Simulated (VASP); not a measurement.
SiO2, 24 atoms in the cell. It takes space group I4_1/amd (No. 141, tetragonal). Conventional cell: a = 7.122 Å, b = 7.122 Å, c = 17.770 Å, α = 90.00°, β = 90.00°, γ = 90.00°. Si (site symmetry m) has 4 O at 1.60 to 1.61 Å within 2.1 Å. O (site symmetry 2mm) has 2 Si at 1.60 Å within 2.1 Å. O (site symmetry 2) has 2 Si at 1.61 Å within 2.1 Å. O (site symmetry 2/m) has 2 Si at 1.61 Å within 2.1 Å. 

- Program: VASP 6.6.1
- Task: electric field gradients
- Functional: LDA
- Potentials or basis: VASP PAW LDA potentials, release 64 (Si, O)
- Cutoff: 520 eV
- k mesh: 4 × 4 × 4
- Occupations: fermi-dirac, width 0.02 eV
- Spin: no spin polarisation
- Dipole correction: no
- Further INCAR settings: LREAL = Auto; ALGO = Normal; EDIFF = 1e-08; NBANDS = 82

Potentials or basis: VASP PAW LDA potentials, release 64 (Si, O).

The run is started by

```bash
$ cat potpaw_LDA.64/Si/POTCAR potpaw_LDA.64/O/POTCAR > POTCAR
$ mpirun -np 1 vasp_std > vasp.out
```

Hardware: 1 thread of Intel Xeon 8259CL, on a shared host.

How long does it take, and how much memory?

Wall time 68 min on 1 thread of Intel Xeon 8259CL (shared host), peak memory 0.84 GiB. Counts: scf iterations 20, k points 13.
